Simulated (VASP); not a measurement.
# Sc2AlF3 (P4/mmm) in VASP: a series of runs

Runs on Sc2AlF3. Level: PBE. Tasks: single point.

Program: VASP 6.6.1. These are calculated values, not measurements. Logs are shortened: lines on timing, memory, paths and dates and some standing lists are left out, and cuts for length are marked.

## Step 1: The cell of the first run

The structure is tetragonal, space group P4/mmm (No. 123). Conventional cell: a = 3.062 Å, b = 3.062 Å, c = 10.052 Å, α = 90.00°, β = 90.00°, γ = 90.00°. Sc (site symmetry 4mm) has 4 F at 2.18 Å within 2.9 Å. Al (site symmetry 4/mmm) has 2 Sc at 2.91 Å and 4 Al at 3.06 Å and 8 F at 3.45 Å within 3.8 Å. F (site symmetry 4/mmm) has 6 F at 2.34 to 3.06 Å and 8 Sc at 3.03 Å within 3.1 Å. F (site symmetry 4mm) has 4 Sc at 2.18 Å and 1 F at 2.34 Å within 2.9 Å.

## Step 2: Single point, PBE

File INCAR:

```
SYSTEM = Sc2AlF3
ALGO = Normal
EDIFF = 1E-6
ENCUT = 520
GGA = PE
ISIF = 2
ISMEAR = 0
LASPH = .True.
LCHARG = .False.
LREAL = .False.
LWAVE = .False.
NBANDS = 32
NELM = 100
PREC = Accurate
SIGMA = 0.1
```

File KPOINTS:

```
k-points
0
Gamma
  6 6 2
  0 0 0
```

File POSCAR:

```
Sc2AlF3
1.0
    3.0618346072      0.0000000000      0.0000000000
    0.0000000000      3.0618346072      0.0000000000
    0.0000000000      0.0000000000     10.0519783577
Sc Al F
2 1 3
Direct
    0.5000000000      0.5000000000      0.7895877430
    0.5000000000      0.5000000000      0.2104122570
    0.5000000000      0.5000000000      0.5000000000
    0.0000000000      0.0000000000      0.0000000000
    0.0000000000      0.0000000000      0.7676338577
    0.0000000000      0.0000000000      0.2323661423
```

Potentials or basis: VASP PAW PBE potentials, release 64 (Sc_sv, Al, F).

The run is started by

```sh
> cat potpaw_PBE.64/Sc_sv/POTCAR potpaw_PBE.64/Al/POTCAR potpaw_PBE.64/F/POTCAR > POTCAR
> mpirun -np 1 vasp_std > vasp.out
```

OUTCAR:

```text
SYSTEM = Sc2AlF3
   EDIFF = 1E-6
   ENCUT = 520
   GGA = PE
   ISIF = 2
   ISMEAR = 0
   LASPH = .True.
   LREAL = .False.
   NELM = 100
   PREC = Accurate

 ion  position               nearest neighbor table
   1  0.500  0.500  0.790-   5 2.18   5 2.18   5 2.18   5 2.18   3 2.91
   2  0.500  0.500  0.210-   6 2.18   6 2.18   6 2.18   6 2.18   3 2.91
   3  0.500  0.500  0.500-   1 2.91   2 2.91
   4  0.000  0.000  0.000-
   5  0.000  0.000  0.768-   1 2.18   1 2.18   1 2.18   1 2.18
   6  0.000  0.000  0.232-   2 2.18   2 2.18   2 2.18   2 2.18

  LATTYP: Found a simple tetragonal cell.
 ALAT       =     3.0618346072
 C/A-ratio  =     3.2829919467

  Lattice vectors:

 A1 = (   3.0618346072,   0.0000000000,   0.0000000000)
 A2 = (   0.0000000000,   3.0618346072,   0.0000000000)
 A3 = (   0.0000000000,   0.0000000000,  10.0519783577)

Analysis of symmetry for initial positions (statically):
=====================================================================
 Subroutine PRICEL returns:
 Original cell was already a primitive cell.

 Routine SETGRP: Setting up the symmetry group for a
 simple tetragonal supercell.

 Subroutine GETGRP returns: Found 16 space group operations
 (whereof 16 operations were pure point group operations)
 out of a pool of 16 trial point group operations.

The static configuration has the point symmetry D_4h.

Analysis of symmetry for dynamics (positions and initial velocities):
=====================================================================
 Subroutine PRICEL returns:
 Original cell was already a primitive cell.

 Routine SETGRP: Setting up the symmetry group for a
 simple tetragonal supercell.

 Subroutine GETGRP returns: Found 16 space group operations
 (whereof 16 operations were pure point group operations)
 out of a pool of 16 trial point group operations.

The dynamic configuration has the point symmetry D_4h.

 Subroutine INISYM returns: Found 16 space group operations
 (whereof 16 operations are pure point group operations),
 and found     1 'primitive' translations

----------------------------------------------------------------------------------------

                                     Primitive cell

  volume of cell :      94.2356

  direct lattice vectors                    reciprocal lattice vectors
     3.061834607  0.000000000  0.000000000     0.326601573  0.000000000  0.000000000
     0.000000000  3.061834607  0.000000000     0.000000000  0.326601573  0.000000000
[... 92 lines left out ...]
   IBRION =     -1    ionic relax: 0-MD 1-quasi-New 2-CG
   NFREE  =      0    steps in history (QN), initial steepest desc. (CG)
   ISIF   =      2    stress and relaxation
   ISYM   =      2    0-nonsym 1-usesym 2-fastsym
   POTIM  = 0.5000    time-step for ionic-motion
   TEBEG  =    0.0;   TEEND  =   0.0 temperature during run
   PSTRESS=    0.0 pullay stress
   NELECT =      46.0000    total number of electrons
   NUPDOWN=      -1.0000    fix difference up-down
   EMIN   =  10.00;   EMAX   =-10.00  energy-range for DOS
   EFERMI =   0.00;   METHOD = LEGACY
   ISMEAR =     0;   SIGMA  =   0.10  broadening in eV -4-tet -1-fermi 0-gaus
   EFERMI_NEDOS =   21; number of points for ismear=-14 and -15
   IALGO  =     38    algorithm
   IMIX   =      4    mixing-type and parameters
     AMIX     =   0.40;   BMIX     =  1.00
     AMIX_MAG =   1.60;   BMIX_MAG =  1.00
  volume/ion in A,a.u.               =      15.71       105.99
  Fermi-wavevector in a.u.,A,eV,Ry     =   1.289008  2.435873 22.606663  1.661543
  Thomas-Fermi vector in A             =   2.420927
   LORBIT       =      0    0 simple, 1 ext, 2 COOP (PROOUT), +10 PAW based schemes
   GGA     = PE    functional components
   LHFCALC =     F    Hartree Fock is set to
   AEXX    =    0.0000 exact exchange contribution
   IVDW    =     0    specifies the selected vdW correction
   LEPSILON=     F    determine dielectric tensor
   LRPA    =     F    only Hartree local field effects (RPA)
 non-spin polarized calculation
 Gauss-broadening in eV      SIGMA  =   0.10
  energy-cutoff  :      520.00
  volume of cell :       94.24
 maximum number of plane-waves:      2554
 NGX is ok and might be reduce to    24
   NGX = 11   NGY = 11   NGZ = 37

 number of electron      46.0000035 magnetization

 Free energy of the ion-electron system (eV)
  ---------------------------------------------------
  ext. energy  EPLUGINS =         0.00000000
  ---------------------------------------------------
  free energy    TOTEN  =       -33.07945328 eV

  energy without entropy =      -33.05647597  energy(sigma->0) =      -33.06796463

 E-fermi :   4.7795     XC(G=0):  -9.7867

 val. band max:        4.7500502425   @ k =   0.5000   0.5000   0.0000
 cond. band min:       4.7815409038   @ k =   0.3333   0.1667   0.0000
 fundamental gap:      0.0314906613
 Fermi energy:         4.7794853765

 k-point     1 :       0.0000    0.0000    0.0000
  band No.  band energies     occupation
      1     -46.1210      2.00000
      2     -46.1208      2.00000
      3     -24.7481      2.00000
      4     -24.7385      2.00000
      5     -24.6284      2.00000
      6     -24.6284      2.00000
[... 689 lines left out ...]
     31       7.4936      0.00000
     32       7.8410      0.00000

------------------------ aborting loop because EDIFF is reached ----------------------------------------

  FORCE on cell =-STRESS in cart. coord.  units (eV):
  Direction    XX          YY          ZZ          XY          YZ          ZX
  --------------------------------------------------------------------------------------
  -------------------------------------------------------------------------------------
  Total        0.0400929      0.0400929     -0.2539380      0.0000000      0.0000000      0.0000000
  in kB        0.6816525      0.6816525     -4.3174098      0.0000000      0.0000000      0.0000000
  external PRESSURE =      -0.9847016 kB  Pullay stress =       0.0000000 kB

 VOLUME and BASIS-vectors are now :
 -----------------------------------------------------------------------------
  energy-cutoff  :      520.00
  volume of cell :       94.24
      direct lattice vectors                 reciprocal lattice vectors
     3.061834607  0.000000000  0.000000000     0.326601573  0.000000000  0.000000000
     0.000000000  3.061834607  0.000000000     0.000000000  0.326601573  0.000000000
     0.000000000  0.000000000 10.051978358     0.000000000  0.000000000  0.099482904

 POSITION                                       TOTAL-FORCE (eV/Angst)
 -----------------------------------------------------------------------------------
      1.53092      1.53092      7.93692        -0.000000     -0.000000      0.016679
      1.53092      1.53092      2.11506        -0.000000      0.000000     -0.016679
      1.53092      1.53092      5.02599        -0.000000     -0.000000      0.000000
      0.00000      0.00000      0.00000        -0.000000     -0.000000      0.000000
      0.00000      0.00000      7.71624         0.000000     -0.000000     -0.019768
      0.00000      0.00000      2.33574        -0.000000      0.000000      0.019768
 -----------------------------------------------------------------------------------
    total drift:                                0.000000     -0.000000      0.000000

  FREE ENERGIE OF THE ION-ELECTRON SYSTEM (eV)
  ---------------------------------------------------
  free  energy   TOTEN  =       -33.0794532842 eV

  energy  without entropy=      -33.0564759669  energy(sigma->0) =      -33.06796463
```

OSZICAR:

```text
N       E                     dE             d eps       ncg     rms          rms(c)
DAV:   1     0.713363461711E+03    0.71336E+03   -0.21371E+04  1280   0.148E+03
DAV:   2     0.834330658957E+02   -0.62993E+03   -0.61276E+03  1320   0.501E+02
DAV:   3    -0.336743727470E+02   -0.11711E+03   -0.11252E+03  2160   0.202E+02
DAV:   4    -0.389097342565E+02   -0.52354E+01   -0.52125E+01  2064   0.483E+01
DAV:   5    -0.389492790663E+02   -0.39545E-01   -0.39468E-01  1912   0.584E+00    0.140E+01
DAV:   6    -0.334515397658E+02    0.54977E+01   -0.28314E+01  2008   0.431E+01    0.559E+00
DAV:   7    -0.331615788980E+02    0.28996E+00   -0.28338E+00  1968   0.148E+01    0.402E+00
DAV:   8    -0.330944068619E+02    0.67172E-01   -0.21011E-01  1888   0.408E+00    0.197E+00
DAV:   9    -0.330795801602E+02    0.14827E-01   -0.84227E-02  1896   0.220E+00    0.341E-01
DAV:  10    -0.330790096442E+02    0.57052E-03   -0.97613E-03  1824   0.629E-01    0.161E-01
DAV:  11    -0.330795016385E+02   -0.49199E-03   -0.22365E-03  1936   0.516E-01    0.913E-02
DAV:  12    -0.330794707507E+02    0.30888E-04   -0.53136E-04  1944   0.214E-01    0.283E-02
DAV:  13    -0.330794567293E+02    0.14021E-04   -0.71465E-05  2064   0.738E-02    0.141E-02
DAV:  14    -0.330794532420E+02    0.34873E-05   -0.10175E-05  1760   0.246E-02    0.241E-03
DAV:  15    -0.330794532842E+02   -0.42209E-07   -0.59595E-07   992   0.882E-03
   1 F= -.33079453E+02 E0= -.33067965E+02  d E =-.229773E-01
```

stdout:

```text
POSCAR found type information on POSCAR ScAlF
 POSCAR found :  3 types and       6 ions
 scaLAPACK will be used
 LDA part: xc-table for (Slater+PW92), standard interpolation
 POSCAR, INCAR and KPOINTS ok, starting setup
 FFT: planning ... GRIDC
 FFT: planning ... GRID_SOFT
 FFT: planning ... GRID
 WAVECAR not read
 entering main loop
```

It took 33 s on 1 thread of Intel Xeon 6975P-C (Granite Rapids), shared host; peak memory 0.22 GiB.

Results:

```yaml
Free_energy: -33.0795 eV
Pressure: -0.1 GPa
Largest_force: 0.020 eV/Å
Band_gap_on_the_k_mesh: zero (band 23 reaches 4.96 eV, above the bottom of band 24 at 3.15 eV)
```

Forces on the atoms (eV/Å):
```
Sc   0.000  0.000  0.017
Sc   0.000  0.000 -0.017
Al   0.000  0.000  0.000
F    0.000  0.000  0.000
F    0.000  0.000 -0.020
F    0.000  0.000  0.020
```

Stress tensor (GPa, compression positive):
```
 0.07  0.00  0.00
 0.00  0.07  0.00
 0.00  0.00 -0.43
```

## Step 3: Single point, PBE

This run uses another cell than the first one, of 16.71 Å³/atom, 1.064 times its volume.

File INCAR:

```
SYSTEM = Sc2AlF3
PREC = Accurate
ENCUT = 520
EDIFF = 1E-7
ISMEAR = 0
SIGMA = 0.1
LREAL = .FALSE.
LASPH = .TRUE.
NELM = 60
ALGO = Normal
ISIF = 2
LWAVE = .FALSE.
LCHARG = .FALSE.
GGA = PE
NBANDS = 32
```

File KPOINTS:

```
Automatic mesh
0
G
  6 6 2
  0 0 0
```

File POSCAR:

```
Sc2AlF3
1.0
    3.1066909800      0.0000000000      0.0000000000
    0.0000000000      3.1066909800      0.0000000000
    0.0000000000      0.0000000000     10.3850699800
Sc Al F
2 1 3
Direct
    0.5000000000      0.5000000000      0.8473602500
    0.5000000000      0.5000000000      0.1526397500
    0.5000000000      0.5000000000      0.5000000000
    0.0000000000      0.0000000000      0.0000000000
    0.0000000000      0.0000000000      0.7145522800
    0.0000000000      0.0000000000      0.2854477200
```

Potentials or basis: VASP PAW PBE potentials, release 64 (Sc_sv, Al, F).

The run is started by

```sh
> cat potpaw_PBE.64/Sc_sv/POTCAR potpaw_PBE.64/Al/POTCAR potpaw_PBE.64/F/POTCAR > POTCAR
> mpirun -np 1 vasp_std > vasp.out
```

Run time: 34 s. Hardware: 1 thread of Intel Xeon 6975P-C (Granite Rapids), shared host; peak memory 0.22 GiB.

Results (log left out):

```yaml
Free_energy: -30.9853 eV
Pressure: -8.1 GPa
Largest_force: 1.776 eV/Å
Band_gap_on_the_k_mesh: zero (band 23 reaches 5.19 eV, above the bottom of band 24 at 3.72 eV)
```

Forces on the atoms (eV/Å):
```
Sc   0.000  0.000 -1.224
Sc   0.000  0.000  1.224
Al   0.000  0.000  0.000
F    0.000  0.000  0.000
F    0.000  0.000  1.776
F    0.000  0.000 -1.776
```

Stress tensor (GPa, compression positive):
```
-8.90  0.00  0.00
 0.00 -8.90  0.00
 0.00  0.00 -6.52
```

Levels at points of the mesh, in eV from the Fermi level:
```csv
k point,band 21,band 22,band 23,band 24,band 25,band 26
"(0.00, 0.00, 0.00)",-5.31,-1.28,-1.06,-0.79,-0.77,-0.39
"(0.50, 0.00, 0.00)",-3.31,-1.42,-0.51,-0.29,0.05,0.94
"(0.50, 0.50, 0.00)",-0.88,0.46,0.48,0.48,0.53,1.20
"(0.00, 0.00, 0.50)",-5.00,-1.89,-1.05,-0.77,-0.39,0.30
"(0.50, 0.00, 0.50)",-3.32,-1.41,-0.46,-0.39,0.01,0.85
"(0.50, 0.50, 0.50)",-0.71,-0.01,0.48,0.48,0.50,1.15
```

Caveat: forces of over 1 eV/Å act on the atoms, so gaps and moduli don't describe the material at rest.

## Step 4: Single point, PBE

This run uses another cell than the first one, of 15.65 Å³/atom, 0.996 times its volume.

File INCAR:

```
  PREC = Accurate
  ENCUT = 520
  EDIFF = 1E-6
  ISMEAR = 0
  SIGMA = 0.1
  LREAL = False
  LASPH = True
  NELM = 60
  ALGO = Normal
  ISIF = 2
  LWAVE = False
  LCHARG = True
  GGA = PE
  LELF = True
  LVHAR = True
  NBANDS = 32
```

File KPOINTS:

```
Automatic mesh
0
Gamma
  12 12 4
```

File POSCAR:

```
Sc2AlF3
1.0
    3.0571003865      0.0000000000      0.0000000000
    0.0000000000      3.0571003865      0.0000000000
    0.0000000000      0.0000000000     10.0443862636
Sc Al F
2 1 3
Direct
    0.5000000000      0.5000000000      0.7893779166
    0.5000000000      0.5000000000      0.2106220834
    0.5000000000      0.5000000000      0.5000000000
    0.0000000000      0.0000000000      0.0000000000
    0.0000000000      0.0000000000      0.7675068248
    0.0000000000      0.0000000000      0.2324931752
```

Potentials or basis: VASP PAW PBE potentials, release 64 (Sc_sv, Al, F).

The run is started by

```sh
> cat potpaw_PBE.64/Sc_sv/POTCAR potpaw_PBE.64/Al/POTCAR potpaw_PBE.64/F/POTCAR > POTCAR
> mpirun -np 1 vasp_std > vasp.out
```

OUTCAR:

```text
PREC = Accurate
   ENCUT = 520
   EDIFF = 1E-6
   ISMEAR = 0
   LREAL = False
   LASPH = True
   NELM = 60
   ISIF = 2
   GGA = PE

 ion  position               nearest neighbor table
   1  0.500  0.500  0.789-   5 2.17   5 2.17   5 2.17   5 2.17   3 2.91
   2  0.500  0.500  0.211-   6 2.17   6 2.17   6 2.17   6 2.17   3 2.91
   3  0.500  0.500  0.500-   1 2.91   2 2.91
   4  0.000  0.000  0.000-
   5  0.000  0.000  0.768-   1 2.17   1 2.17   1 2.17   1 2.17
   6  0.000  0.000  0.232-   2 2.17   2 2.17   2 2.17   2 2.17

  LATTYP: Found a simple tetragonal cell.
 ALAT       =     3.0571003865
 C/A-ratio  =     3.2855925530

  Lattice vectors:

 A1 = (   3.0571003865,   0.0000000000,   0.0000000000)
 A2 = (   0.0000000000,   3.0571003865,   0.0000000000)
 A3 = (   0.0000000000,   0.0000000000,  10.0443862636)

Analysis of symmetry for initial positions (statically):
=====================================================================
 Subroutine PRICEL returns:
 Original cell was already a primitive cell.

[... 180 lines left out ...]
 val. band max:        4.7746061998   @ k =   0.5000   0.4167   0.5000
 cond. band min:       4.8038312718   @ k =   0.4167   0.4167   0.2500
 fundamental gap:      0.0292250720
 Fermi energy:         4.7964730519

 k-point     1 :       0.0000    0.0000    0.0000
  band No.  band energies     occupation
      1     -46.0836      2.00000
      2     -46.0833      2.00000
      3     -24.7244      2.00000
      4     -24.7148      2.00000
      5     -24.5837      2.00000
      6     -24.5837      2.00000
[... 829 lines left out ...]
     31       7.1421      0.00000
     32       7.2084      0.00000

 [... further k-points ...]

------------------------ aborting loop because EDIFF is reached ----------------------------------------

  FORCE on cell =-STRESS in cart. coord.  units (eV):
  Direction    XX          YY          ZZ          XY          YZ          ZX
  --------------------------------------------------------------------------------------
  -------------------------------------------------------------------------------------
  Total        0.2091757      0.2091757     -0.1086023      0.0000000     -0.0000000      0.0000000
  in kB        3.5700880      3.5700880     -1.8535612      0.0000000     -0.0000000      0.0000000
  external PRESSURE =       1.7622049 kB  Pullay stress =       0.0000000 kB

 VOLUME and BASIS-vectors are now :
 -----------------------------------------------------------------------------
  energy-cutoff  :      520.00
  volume of cell :       93.87
      direct lattice vectors                 reciprocal lattice vectors
     3.057100387  0.000000000  0.000000000     0.327107348  0.000000000  0.000000000
     0.000000000  3.057100387  0.000000000     0.000000000  0.327107348  0.000000000
     0.000000000  0.000000000 10.044386264     0.000000000  0.000000000  0.099558099

 POSITION                                       TOTAL-FORCE (eV/Angst)
 -----------------------------------------------------------------------------------
      1.52855      1.52855      7.92882        -0.000000      0.000000      0.012073
      1.52855      1.52855      2.11557         0.000000     -0.000000     -0.012073
      1.52855      1.52855      5.02219         0.000000      0.000000      0.000000
      0.00000      0.00000      0.00000         0.000000      0.000000      0.000000
      0.00000      0.00000      7.70914        -0.000000      0.000000     -0.012763
      0.00000      0.00000      2.33525         0.000000     -0.000000      0.012763
 -----------------------------------------------------------------------------------
    total drift:                                0.000000     -0.000000      0.000000

  FREE ENERGIE OF THE ION-ELECTRON SYSTEM (eV)
  ---------------------------------------------------
  free  energy   TOTEN  =       -33.1015863078 eV

  energy  without entropy=      -33.0869891724  energy(sigma->0) =      -33.09428774
```

stdout:

```text
POSCAR found type information on POSCAR ScAlF
 POSCAR found :  3 types and       6 ions
 scaLAPACK will be used
 LDA part: xc-table for (Slater+PW92), standard interpolation
 POSCAR, INCAR and KPOINTS ok, starting setup
 FFT: planning ... GRIDC
 FFT: planning ... GRID_SOFT
 FFT: planning ... GRID
 WAVECAR not read
 entering main loop
```

Run time: 2.1 min. Hardware: 1 thread of Intel Xeon 6975P-C (Granite Rapids), shared host; peak memory 0.35 GiB.

What came out:

```
Free energy            : -33.1016 eV
Pressure               : 0.2 GPa
Largest force          : 0.013 eV/Å
Band gap on the k mesh : zero (band 23 reaches 5.33 eV, above the bottom of band 24 at 3.18 eV)
```

Forces on the atoms (eV/Å):
```
Sc   0.000  0.000  0.012
Sc   0.000  0.000 -0.012
Al   0.000  0.000  0.000
F    0.000  0.000  0.000
F    0.000  0.000 -0.013
F    0.000  0.000  0.013
```

Levels at points of the mesh, in eV from the Fermi level:
```
           k point  band 20  band 21  band 22  band 23  band 24  band 25  band 26  band 27
(0.00, 0.00, 0.00)    -4.53    -4.53    -1.65    -1.62    -1.61    -0.03     1.18     1.18
(0.50, 0.00, 0.00)    -4.37    -3.66    -1.75    -0.44     0.78     0.84     1.16     1.21
(0.50, 0.50, 0.00)    -4.37    -0.80    -0.32    -0.32    -0.03    -0.03     0.75     1.56
(0.00, 0.00, 0.50)    -4.53    -4.53    -2.07    -1.64    -1.62     0.97     1.07     1.25
(0.50, 0.00, 0.50)    -4.37    -3.66    -1.73    -0.48     0.55     1.15     1.21     1.23
(0.50, 0.50, 0.50)    -4.37    -0.70    -0.50    -0.50     0.28     0.28     0.39     1.42
```

## Step 5: The runs side by side

```tsv
cell	k mesh	gap on the mesh (eV)	pressure (GPa)	largest force (eV/Å)
a = 3.062, b = 3.062, c = 10.052 Å, 6 atoms	6 × 6 × 2	none	-0.1	0.02
a = 3.107, b = 3.107, c = 10.385 Å, 6 atoms	6 × 6 × 2	none	-8.1	1.78
a = 3.057, b = 3.057, c = 10.044 Å, 6 atoms	12 × 12 × 4	none	0.2	0.01
```

Alike in all rows: task single point; level PBE; potentials or basis VASP PAW PBE potentials, release 64 (Sc_sv, Al, F); no spin polarisation; cutoff (eV) 520; smearing gaussian 0.1 eV.

Caveats: forces of over 1 eV/Å act on the atoms, so gaps and moduli don't describe the material at rest (some runs).

Absolute energies hang on the potentials; compare differences alone.
